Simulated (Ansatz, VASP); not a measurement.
**One calculation of ZrB, two programs**

```
Zr B
1.0
     0.00000    2.41539    2.14969
     2.24631    0.00000    2.14969
     2.24631    2.41539    0.00000
Zr B
1 1
Direct
  0.00000 0.00000 0.00000
  0.50000 0.50000 0.50000
```

Change from the starting cell: normal strain along x -0.0700, normal strain along z -0.1100.

Alike in both runs: task single point; functional LDA; k mesh 16 × 16 × 16; occupations gaussian, width 0.15 eV; no spin polarisation.

```csv
,VASP,Ansatz
version,VASP 6.6.1,Ansatz 0.2.0
potentials or method,"VASP PAW LDA potentials, release 64 (Zr_sv, B), cutoff 520 eV","scalar-relativistic, plane waves, PAW"
valence electrons in the cell,15,15
```

Ansatz gave:

- gap on the k mesh at the Fermi level (eV): none
- pressure (GPa): 49.2
- traceless stress, the component that is largest in VASP (GPa): -33.02

Problem. Which values does VASP return?

Solution. gap on the k mesh at the Fermi level (eV): none; pressure (GPa): 49.7; traceless stress, the component that is largest in VASP (GPa): -33.06.

LDA's correlation is that of Perdew and Zunger in VASP and of Perdew and Wang (1992) in Ansatz. A gap of «none» marks a metal or a gap that the smearing closes. Both programs put the cell under a high pressure, so it lies far from rest at this level.
